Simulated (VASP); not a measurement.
# Se (P3_121) in VASP: notebook

The runs below take Se through single point, with PBEsol.

Everything below comes from runs of VASP 6.6.1. Logs are shortened: lines on timing, memory, paths and dates and some standing lists are left out, and cuts for length are marked.

## 1. The cell of the first run

The structure is trigonal, space group P3_121 (No. 152). Conventional cell: a = 4.381 Å, b = 4.381 Å, c = 4.970 Å, α = 90.00°, β = 90.00°, γ = 120.00°. Se (site symmetry 2) has 2 Se at 2.38 Å within 3.1 Å.

## 2. Single point, PBEsol (27.53 Å³/atom)

The input, INCAR:

```
PREC = Accurate
ENCUT = 520
EDIFF = 1E-7
ISMEAR = -1
SIGMA = 0.03
LREAL = False
LASPH = True
NELM = 80
ALGO = Normal
ISIF = 2
LWAVE = False
LCHARG = True
GGA = PS
LELF = True
LVHAR = True
NBANDS = 16
```

The input, KPOINTS:

```
regular mesh
0
Gamma
  6 6 5
```

The input, POSCAR:

```
Se
1.0
    4.3807057031      0.0000000000      0.0000000000
   -2.1903528516      3.7938024255      0.0000000000
    0.0000000000      0.0000000000      4.9700572638
Se
3
Direct
    0.2254000000      0.0000000000      0.3333333333
    0.0000000000      0.2254000000      0.6666666667
    0.7746000000      0.7746000000      0.0000000000
```

Potentials or basis: VASP PAW PBE potentials, release 64 (Se).

Started as:

```sh
> cat potpaw_PBE.64/Se/POTCAR > POTCAR
> mpirun -np 1 vasp_std > vasp.out
```

OUTCAR:

```text
PREC = Accurate
   ENCUT = 520
   EDIFF = 1E-7
   ISMEAR = -1
   LREAL = False
   LASPH = True
   NELM = 80
   ISIF = 2
   GGA = PS

 ion  position               nearest neighbor table
   1  0.225  0.000  0.333-   3 2.38   2 2.38
   2  0.000  0.225  0.667-   3 2.38   1 2.38
   3  0.775  0.775  0.000-   1 2.38   2 2.38

  LATTYP: Found a hexagonal cell.
 ALAT       =     4.3807057031
 C/A-ratio  =     1.1345334749

  Lattice vectors:

 A1 = (   4.3807057031,   0.0000000000,   0.0000000000)
 A2 = (  -2.1903528516,   3.7938024255,   0.0000000000)
 A3 = (   0.0000000000,   0.0000000000,   4.9700572638)

Analysis of symmetry for initial positions (statically):
=====================================================================
 Subroutine PRICEL returns:
 Original cell was already a primitive cell.

 Routine SETGRP: Setting up the symmetry group for a
 hexagonal supercell.

 Subroutine GETGRP returns: Found  6 space group operations
 (whereof  2 operations were pure point group operations)
 out of a pool of 24 trial point group operations.

The static configuration has the point symmetry C_2 .
 The point group associated with its full space group is D_3 .

Analysis of symmetry for dynamics (positions and initial velocities):
=====================================================================
 Subroutine PRICEL returns:
 Original cell was already a primitive cell.

 Routine SETGRP: Setting up the symmetry group for a
 hexagonal supercell.

 Subroutine GETGRP returns: Found  6 space group operations
 (whereof  2 operations were pure point group operations)
 out of a pool of 24 trial point group operations.

The dynamic configuration has the point symmetry C_2 .
 The point group associated with its full space group is D_3 .

 Subroutine INISYM returns: Found  6 space group operations
 (whereof  2 operations are pure point group operations),
 and found     1 'primitive' translations

----------------------------------------------------------------------------------------

                                     Primitive cell

  volume of cell :      82.6000

  direct lattice vectors                    reciprocal lattice vectors
     4.380705703  0.000000000  0.000000000     0.228273723  0.131793895  0.000000000
    -2.190352852  3.793802426  0.000000000     0.000000000  0.263587791  0.000000000
     0.000000000  0.000000000  4.970057264     0.000000000  0.000000000  0.201204925

  length of vectors
     4.380705703  4.380705703  4.970057264     0.263587791  0.263587791  0.201204925

  position of ions in fractional coordinates (direct lattice)
     0.225400000  0.000000000  0.333333333
     0.000000000  0.225400000  0.666666667
     0.774600000  0.774600000  0.000000000

  ion indices of the primitive-cell ions
   primitive index   ion index
                 1           1
                 2           2
                 3           3

----------------------------------------------------------------------------------------

 KPOINTS: regular mesh

Automatic generation of k-mesh.
 Grid dimensions read from file:
 generate k-points for:    6    6    5

 Generating k-lattice:

  Cartesian coordinates                     Fractional coordinates (reciprocal lattice)
     0.038045620  0.021965649  0.000000000     0.166666667  0.000000000  0.000000000
     0.000000000  0.043931298  0.000000000     0.000000000  0.166666667  0.000000000
     0.000000000  0.000000000  0.040240985     0.000000000  0.000000000  0.200000000

  Length of vectors
     0.043931298  0.043931298  0.040240985

  Shift w.r.t. Gamma in fractional coordinates (k-lattice)
     0.000000000  0.000000000  0.000000000

 Subroutine IBZKPT returns following result:
 ===========================================

 Found     27 irreducible k-points:

 Following reciprocal coordinates:
            Coordinates               Weight
  0.000000  0.000000  0.000000      1.000000
  0.166667  0.000000  0.000000      6.000000
  0.333333  0.000000  0.000000      6.000000
  0.500000 -0.000000  0.000000      3.000000
  0.166667  0.166667  0.000000      6.000000
  0.333333  0.166667  0.000000     12.000000
[... 16 lines left out ...]
  0.500000 -0.000000  0.400000      6.000000
  0.166667  0.166667  0.400000     12.000000
 [... further k-points ...]
   k-points           NKPTS =     27   k-points in BZ     NKDIM =     27   number of bands    NBANDS=     16
   number of dos      NEDOS =    301   number of ions     NIONS =      3
   total plane-waves  NPLWV =  51840
   dimension x,y,z NGX =    36 NGY =   36 NGZ =   40
   dimension x,y,z NGXF=    72 NGYF=   72 NGZF=   80
   ions per type =               3
   NGX,Y,Z   is equivalent  to a cutoff of  13.66, 13.66, 13.38 a.u.
   NGXF,Y,Z  is equivalent  to a cutoff of  27.32, 27.32, 26.76 a.u.
 SYSTEM =  unknown system
   PREC   = accura    normal or accurate (medium, high low for compatibility)
   ISTART =      0    job   : 0-new  1-cont  2-samecut
   ICHARG =      2    charge: 1-file 2-atom 10-const
   ISPIN  =      1    spin polarized calculation?
   LNONCOLLINEAR =      F non collinear calculations
   LSORBIT =      F    spin-orbit coupling
   LASPH  =      T    aspherical Exc in radial PAW
   ENCUT  =  520.0 eV  38.22 Ry    6.18 a.u.   8.15  8.15  9.24*2*pi/ulx,y,z
   NELM   =     80;   NELMIN=  2; NELMDL= -5     # of ELM steps
   EDIFF  = 0.1E-06   stopping-criterion for ELM
   LREAL  =      F    real-space projection
   EDIFFG = 0.1E-05   stopping-criterion for IOM
   NSW    =      0    number of steps for IOM
   IBRION =     -1    ionic relax: 0-MD 1-quasi-New 2-CG
   NFREE  =      0    steps in history (QN), initial steepest desc. (CG)
   ISIF   =      2    stress and relaxation
   ISYM   =      2    0-nonsym 1-usesym 2-fastsym
   POTIM  = 0.5000    time-step for ionic-motion
   TEBEG  =    0.0;   TEEND  =   0.0 temperature during run
   PSTRESS=    0.0 pullay stress
   NELECT =      18.0000    total number of electrons
   NUPDOWN=      -1.0000    fix difference up-down
   EMIN   =  10.00;   EMAX   =-10.00  energy-range for DOS
   EFERMI =   0.00;   METHOD = LEGACY
   ISMEAR =    -1;   SIGMA  =   0.03  broadening in eV -4-tet -1-fermi 0-gaus
   EFERMI_NEDOS =   21; number of points for ismear=-14 and -15
   IALGO  =     38    algorithm
   IMIX   =      4    mixing-type and parameters
     AMIX     =   0.40;   BMIX     =  1.00
     AMIX_MAG =   1.60;   BMIX_MAG =  1.00
  volume/ion in A,a.u.               =      27.53       185.80
  Fermi-wavevector in a.u.,A,eV,Ry     =   0.985157  1.861677 13.204931  0.970535
  Thomas-Fermi vector in A             =   2.116444
   LORBIT       =      0    0 simple, 1 ext, 2 COOP (PROOUT), +10 PAW based schemes
   GGA     = PS    functional components
   LHFCALC =     F    Hartree Fock is set to
   AEXX    =    0.0000 exact exchange contribution
   IVDW    =     0    specifies the selected vdW correction
   LEPSILON=     F    determine dielectric tensor
   LRPA    =     F    only Hartree local field effects (RPA)
 non-spin polarized calculation
  energy-cutoff  :      520.00
  volume of cell :       82.60
 maximum number of plane-waves:      2245
 NGX is ok and might be reduce to    36
   NGX = 17   NGY = 17   NGZ = 19

 number of electron      18.0000000 magnetization

 Free energy of the ion-electron system (eV)
  ---------------------------------------------------
  ext. energy  EPLUGINS =         0.00000000
  ---------------------------------------------------
  free energy    TOTEN  =       -11.48637757 eV

  energy without entropy =      -11.48637757  energy(sigma->0) =      -11.48637757

 E-fermi :   3.0342     XC(G=0):  -8.9938

 val. band max:        2.3662997883   @ k =  -0.1667   0.5000   0.4000
 cond. band min:       3.6038815226   @ k =   0.0000   0.0000   0.4000
 fundamental gap:      1.2375817342
 Fermi energy:         3.0342121085

 k-point     1 :       0.0000    0.0000    0.0000
  band No.  band energies     occupation
      1     -13.3231      2.00000
      2      -9.2457      2.00000
      3      -9.2457      2.00000
      4      -1.3540      2.00000
      5      -1.3540      2.00000
      6      -1.2717      2.00000
[... 8 lines left out ...]
     15       8.8333      0.00000
     16      10.7814      0.00000

 k-point     2 :       0.1667    0.0000    0.0000
  band No.  band energies     occupation
      1     -13.2189      2.00000
      2      -9.3419      2.00000
      3      -9.2361      2.00000
      4      -2.0380      2.00000
      5      -1.6653      2.00000
      6      -1.0864      2.00000
[... 8 lines left out ...]
     15       9.6521      0.00000
     16      10.7718      0.00000

 k-point     3 :       0.3333    0.0000    0.0000
  band No.  band energies     occupation
      1     -12.9830      2.00000
      2      -9.5849      2.00000
      3      -9.2161      2.00000
      4      -2.5483      2.00000
      5      -2.0586      2.00000
      6      -1.1137      2.00000
[... 8 lines left out ...]
     15      10.9029      0.00000
     16      11.8497      0.00000

 k-point     4 :       0.5000   -0.0000    0.0000
  band No.  band energies     occupation
      1     -12.8463      2.00000
      2      -9.7364      2.00000
      3      -9.2057      2.00000
      4      -2.6566      2.00000
      5      -2.2242      2.00000
      6      -0.9595      2.00000
[... 8 lines left out ...]
     15      12.0698      0.00000
     16      12.1154      0.00000
[... 324 lines left out ...]
 k-point    22 :       0.0000    0.3333    0.4000
  band No.  band energies     occupation
      1     -12.2866      2.00000
      2     -11.4844      2.00000
      3      -7.8791      2.00000
      4      -3.0860      2.00000
      5      -2.0097      2.00000
      6      -1.3643      2.00000
[... 8 lines left out ...]
     15      10.2622      0.00000
     16      11.2822      0.00000

 k-point    23 :       0.5000   -0.0000    0.4000
  band No.  band energies     occupation
      1     -12.1791      2.00000
      2     -11.3934      2.00000
      3      -8.1468      2.00000
      4      -3.3155      2.00000
      5      -2.1464      2.00000
      6      -1.5477      2.00000
[... 8 lines left out ...]
     15      11.3237      0.00000
     16      11.6284      0.00000

 k-point    24 :       0.1667    0.1667    0.4000
  band No.  band energies     occupation
      1     -12.3434      2.00000
      2     -11.5162      2.00000
      3      -7.7670      2.00000
      4      -2.8422      2.00000
      5      -1.9644      2.00000
      6      -1.3673      2.00000
[... 8 lines left out ...]
     15      10.2946      0.00000
     16      10.6886      0.00000

 [... further k-points ...]

------------------------ aborting loop because EDIFF is reached ----------------------------------------

  FORCE on cell =-STRESS in cart. coord.  units (eV):
  Direction    XX          YY          ZZ          XY          YZ          ZX
  --------------------------------------------------------------------------------------
  -------------------------------------------------------------------------------------
  Total       -0.3091545     -0.3091545      0.3072910      0.0000000     -0.0000000      0.0000000
  in kB       -5.9966116     -5.9966116      5.9604671      0.0000000     -0.0000000      0.0000000
  external PRESSURE =      -2.0109187 kB  Pullay stress =       0.0000000 kB

 VOLUME and BASIS-vectors are now :
 -----------------------------------------------------------------------------
  energy-cutoff  :      520.00
  volume of cell :       82.60
      direct lattice vectors                 reciprocal lattice vectors
     4.380705703  0.000000000  0.000000000     0.228273723  0.131793895  0.000000000
    -2.190352852  3.793802426  0.000000000     0.000000000  0.263587791  0.000000000
     0.000000000  0.000000000  4.970057264     0.000000000  0.000000000  0.201204925

 POSITION                                       TOTAL-FORCE (eV/Angst)
 -----------------------------------------------------------------------------------
      0.98741      0.00000      1.65669         0.226965      0.000000     -0.000000
     -0.49371      0.85512      3.31337        -0.113483      0.196558      0.000000
      1.69665      2.93868      0.00000        -0.113483     -0.196558      0.000000
 -----------------------------------------------------------------------------------
    total drift:                                0.000000      0.000000     -0.000000

  FREE ENERGIE OF THE ION-ELECTRON SYSTEM (eV)
  ---------------------------------------------------
  free  energy   TOTEN  =       -11.4863775706 eV

  energy  without entropy=      -11.4863775705  energy(sigma->0) =      -11.48637757
```

Run time: 71 s. Hardware: 1 thread of AMD EPYC 7R43 (Zen 3), shared host; peak memory 0.18 GiB.

Results:

```yaml
Free_energy: -11.4864 eV
Pressure: -0.2 GPa
Largest_force: 0.227 eV/Å
Band_gap_on_the_k_mesh: 1.24 eV (least direct gap 1.44 eV)
```

Forces in eV/Å, atoms in the order of the input:
```
Se   0.227  0.000  0.000
Se  -0.113  0.197  0.000
Se  -0.113 -0.197  0.000
```

Caveat: the PAW data sets were made with another functional, which shifts forces and pressure a little; an odd mesh through Γ misses points on the zone boundary, where band edges can lie.

(Continued in part 2 of 2.)
